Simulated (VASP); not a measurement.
# Sr2Hf2W (P3m1) in VASP: notebook, part 2 of 2

VASP 6.6.1.

## (3) Single point, PBE

This run uses another cell than the first one, of 34.84 Å³/atom.

The input, INCAR:

```
  PREC = Accurate
  ENCUT = 520
  EDIFF = 1E-7
  ISMEAR = 0
  SIGMA = 0.1
  LREAL = False
  LASPH = True
  NELM = 100
  ALGO = Normal
  ISIF = 2
  LWAVE = False
  LCHARG = False
  GGA = PE
  NBANDS = 35
```

The input, KPOINTS:

```
regular mesh
0
Gamma
  6 6 2
```

The input, POSCAR:

```
Sr2Hf2W
1.0
    3.8024070100      0.0000000000      0.0000000000
   -1.9012035100      3.2929810700      0.0000000000
    0.0000000000      0.0000000000     13.9124636500
Sr Hf W
2 2 1
Direct
    0.0000000000      0.0000000000      0.0000000000
    0.3333333300      0.6666666700      0.7425816400
    0.0000000000      0.0000000000      0.3515622600
    0.6666666700      0.3333333300      0.5254846100
    0.3333333300      0.6666666700      0.1983684800
```

Potentials or basis: VASP PAW PBE potentials, release 64 (Sr_sv, Hf_pv, W_sv).

The run is started by

```bash
$ cat potpaw_PBE.64/Sr_sv/POTCAR potpaw_PBE.64/Hf_pv/POTCAR potpaw_PBE.64/W_sv/POTCAR > POTCAR
$ mpirun -np 1 vasp_std > vasp.out
```

It took 3.1 min on 1 thread of Oxide Virtual Turin-like, shared host; peak memory 0.29 GiB.

Results (log left out):

```yaml
Free_energy: -30.5615 eV
Pressure: -9.4 GPa
Largest_force: 1.861 eV/Å
Band_gap_on_the_k_mesh: zero (bands 27 and 28 overlap by 0.20 eV)
```

Forces on the atoms (eV/Å):
```
Sr   0.000  0.000  0.846
Sr   0.000  0.000 -0.297
Hf   0.000  0.000 -1.861
Hf   0.000  0.000 -0.495
W    0.000  0.000  1.807
```

Stress tensor (GPa, compression positive):
```
-9.88  0.00  0.00
 0.00 -9.88  0.00
 0.00  0.00 -8.41
```

Levels at points of the mesh, in eV from the Fermi level:
```csv
k point,band 25,band 26,band 27,band 28,band 29,band 30
"(0.00, 0.00, 0.00)",-0.31,-0.05,-0.05,-0.03,0.89,0.96
"(0.50, 0.00, 0.00)",-0.41,-0.34,-0.18,0.05,0.50,0.97
"(0.00, 0.00, 0.50)",-0.31,-0.05,-0.05,0.04,0.92,0.96
"(0.50, 0.00, 0.50)",-0.45,-0.24,-0.18,0.00,0.39,1.08
```

Caveat: the cell stands under tension; spin-orbit coupling is left out, which moves the levels of the heavy elements; forces of over 1 eV/Å act on the atoms, so gaps and moduli don't describe the material at rest.

## (4) Single point, PBE

The input, INCAR:

```
SYSTEM = Sr2Hf2W
PREC = Accurate
ENCUT = 520
EDIFF = 1E-7
ISMEAR = 0
SIGMA = 0.1
LREAL = .FALSE.
LASPH = .TRUE.
NELM = 100
ALGO = Fast
ISIF = 2
LWAVE = .FALSE.
LCHARG = .FALSE.
GGA = PE
NBANDS = 35
```

The input, KPOINTS:

```
Automatic mesh
0
G
  12 12 4
  0 0 0
```

The input, POSCAR:

```
Sr2Hf2W
1.0
    3.4260869534      0.0000000000      0.0000000000
   -1.7130434767      2.9670783372      0.0000000000
    0.0000000000      0.0000000000     13.6385411599
Sr Hf W
2 2 1
Direct
    0.0000000000      0.0000000000      0.0143697004
    0.3333333333      0.6666666667      0.7401725227
    0.0000000000      0.0000000000      0.3414187671
    0.6666666667      0.3333333333      0.5209064316
    0.3333333333      0.6666666667      0.2011295684
```

The run is started by

```bash
$ cat potpaw_PBE.64/Sr_sv/POTCAR potpaw_PBE.64/Hf_pv/POTCAR potpaw_PBE.64/W_sv/POTCAR > POTCAR
$ mpirun -np 1 vasp_std > vasp.out
```

Wall time 19 min (1 thread of Oxide Virtual Turin-like, shared host); peak memory 0.48 GiB.

It converged, with:

```
Free energy            : -32.2336 eV
Pressure               : -0.1 GPa
Largest force          : 0.054 eV/Å
Band gap on the k mesh : zero (bands 27 and 28 overlap by 0.19 eV)
```

Forces in eV/Å, atoms in the order of the input:
```
Sr   0.000  0.000 -0.019
Sr   0.000  0.000 -0.004
Hf   0.000  0.000 -0.021
Hf   0.000  0.000 -0.009
W    0.000  0.000  0.054
```

Levels at points of the mesh, in eV from the Fermi level:
```csv
k point,band 23,band 24,band 25,band 26,band 27,band 28,band 29,band 30,band 31,band 32
"(0.00, 0.00, 0.00)",-2.11,-0.52,-0.52,-0.18,-0.18,-0.07,0.83,1.06,1.36,1.36
"(0.50, 0.00, 0.00)",-1.28,-1.04,-0.66,-0.30,-0.27,-0.06,0.85,1.17,1.31,1.73
"(0.00, 0.00, 0.50)",-2.29,-0.52,-0.52,-0.18,-0.18,-0.08,0.75,1.24,1.36,1.36
"(0.50, 0.00, 0.50)",-1.39,-0.92,-0.60,-0.37,-0.27,0.02,0.66,1.16,1.39,1.75
```

Caveat: spin-orbit coupling is left out, which moves the levels of the heavy elements.

## (5) Relaxation of cell and atoms, PBE

This run uses another cell than the first one, of 34.84 Å³/atom.

The input, INCAR:

```
SYSTEM = Sr2Hf2W
PREC     = Accurate       ! precision mode
ENCUT    = 600            ! plane-wave cutoff, eV
EDIFF    = 1E-6           ! SCF threshold, eV
ISMEAR   = 0              ! smearing method
SIGMA    = 0.1            ! smearing width, eV
LREAL    = .FALSE.        ! projectors in reciprocal space
LASPH    = .TRUE.         ! aspherical terms in the spheres
NELM     = 100            ! most SCF steps
ALGO     = Normal         ! electronic algorithm
ISIF     = 3              ! what is computed and relaxed
LWAVE    = .FALSE.        ! write WAVECAR
LCHARG   = .FALSE.        ! write CHGCAR
GGA      = PE             ! functional
IBRION   = 2              ! ionic algorithm
NSW      = 90             ! ionic steps
EDIFFG   = -0.04          ! ionic threshold
```

The input, KPOINTS:

```
regular mesh
0
G
  6 6 2
  0 0 0
```

The input, POSCAR:

```
Sr2Hf2W
1.0
    3.8024070100      0.0000000000      0.0000000000
   -1.9012035100      3.2929810700      0.0000000000
    0.0000000000      0.0000000000     13.9124636500
Sr Hf W
2 2 1
Direct
    0.0000000000      0.0000000000      0.0000000000
    0.3333333300      0.6666666700      0.7425816400
    0.0000000000      0.0000000000      0.3515622600
    0.6666666700      0.3333333300      0.5254846100
    0.3333333300      0.6666666700      0.1983684800
```

The run is started by

```bash
$ cat potpaw_PBE.64/Sr_sv/POTCAR potpaw_PBE.64/Hf_pv/POTCAR potpaw_PBE.64/W_sv/POTCAR > POTCAR
$ mpirun -np 1 vasp_std > vasp.out
```

It took 34 min on 1 thread of Oxide Virtual Turin-like, shared host; peak memory 0.36 GiB.

It converged, with:

```
Free energy                           : -32.2370 eV
Relaxed volume                        : 27.61 Å³/atom
Relaxed cell                          : a = 3.418 Å, b = 3.418 Å, c = 13.646 Å, α = 90.00°, β = 90.00°, γ = 120.00°
Space group after relaxing (to 0.1 Å) : P3m1 (No. 156)
Energy gained by relaxing             : 335.1 meV/atom
Ionic steps                           : 13
Pressure after relaxing               : 0.0 GPa
Largest force after relaxing          : 0.037 eV/Å
Band gap on the k mesh                : zero (bands 27 and 28 overlap by 0.16 eV)
```

Forces on the atoms (eV/Å):
```
Sr   0.000  0.000 -0.004
Sr   0.000  0.000 -0.037
Hf   0.000  0.000  0.019
Hf   0.000  0.000 -0.010
W    0.000  0.000  0.032
```

The path:
```
step  energy change (eV)  largest force (eV/Å)  pressure (GPa)  volume (Å³)
   1              0.0000                1.8618           -9.38       174.20
   2             -1.3651                1.2567            5.22       127.66
   3             -1.5129                0.5937            0.29       136.68
   4             -1.6181                0.4065            0.48       135.91
   5             -1.6543                0.2545            0.77       135.00
   6             -1.6601                0.2304           -0.60       137.85
   7             -1.6617                0.2298           -0.19       136.93
   8             -1.6679                0.1714           -0.13       137.15
   9             -1.6724                0.0602           -0.01       137.60
  10             -1.6750                0.0287            0.10       137.68
  11             -1.6753                0.0624            0.13       137.72
  12             -1.6752                0.0867           -0.19       138.47
  13             -1.6756                0.0374           -0.03       138.05
```

Final structure:
```cif
data_structure
_symmetry_space_group_name_H-M 'P 1'
_symmetry_Int_Tables_number 1
_cell_length_a 3.4178
_cell_length_b 3.4178
_cell_length_c 13.6465
_cell_angle_alpha 90.000
_cell_angle_beta 90.000
_cell_angle_gamma 120.000
_cell_volume 138.05
loop_
_atom_site_label
_atom_site_type_symbol
_atom_site_fract_x
_atom_site_fract_y
_atom_site_fract_z
_atom_site_occupancy
Sr1 Sr 0.00000 0.00000 0.01305 1
Sr2 Sr 0.33333 0.66667 0.74089 1
Hf1 Hf 0.00000 0.00000 0.34162 1
Hf2 Hf 0.66667 0.33333 0.52156 1
W1 W 0.33333 0.66667 0.20088 1
```

Levels at points of the mesh, in eV from the Fermi level:
| k point | band 24 | band 25 | band 26 | band 27 | band 28 | band 29 | band 30 | band 31 |
| --- | --- | --- | --- | --- | --- | --- | --- | --- |
| (0.00, 0.00, 0.00) | -0.53 | -0.53 | -0.19 | -0.19 | -0.07 | 0.80 | 1.05 | 1.38 |
| (0.50, 0.00, 0.00) | -1.03 | -0.68 | -0.33 | -0.28 | -0.07 | 0.84 | 1.15 | 1.30 |
| (0.00, 0.00, 0.50) | -0.53 | -0.53 | -0.19 | -0.19 | -0.08 | 0.73 | 1.23 | 1.38 |
| (0.50, 0.00, 0.50) | -0.93 | -0.61 | -0.39 | -0.28 | 0.01 | 0.66 | 1.13 | 1.38 |

Caveat: the volume moved by over 15 % at a fixed basis, so the end points are rough; spin-orbit coupling is left out, which moves the levels of the heavy elements.

## (6) Summary

```tsv
task	cell	k mesh	cutoff (eV)	gap on the mesh (eV)	pressure (GPa)	largest force (eV/Å)
single point	a = 3.419, b = 3.419, c = 13.678 Å, angles 90.0, 90.0, 120.0°, 5 atoms, atomic positions A	6 × 6 × 2	520	none	-0.2	0.06
single point	a = 3.802, b = 3.802, c = 13.912 Å, angles 90.0, 90.0, 120.0°, 5 atoms, atomic positions B	6 × 6 × 2	520	none	-9.4	1.86
single point	a = 3.426, b = 3.426, c = 13.639 Å, angles 90.0, 90.0, 120.0°, 5 atoms, atomic positions C	12 × 12 × 4	520	none	-0.1	0.05
relaxation of cell and atoms	relaxed from a = 3.802, b = 3.802, c = 13.912 Å, angles 90.0, 90.0, 120.0°, 5 atoms, atomic positions B	6 × 6 × 2	600	none	0.0	0.04
```

Alike in all rows: level PBE; potentials or basis VASP PAW PBE potentials, release 64 (Sr_sv, Hf_pv, W_sv); no spin polarisation; smearing gaussian 0.1 eV.

Caveats: spin-orbit coupling is left out, which moves the levels of the heavy elements; the cell stands under tension (at least some runs); forces of over 1 eV/Å act on the atoms, so gaps and moduli don't describe the material at rest (at least some runs); the volume moved by over 15 % at a fixed basis, so the end points are rough (at least some runs).

Total energies depend on the potentials used, so only differences within one code and one set of settings carry meaning.
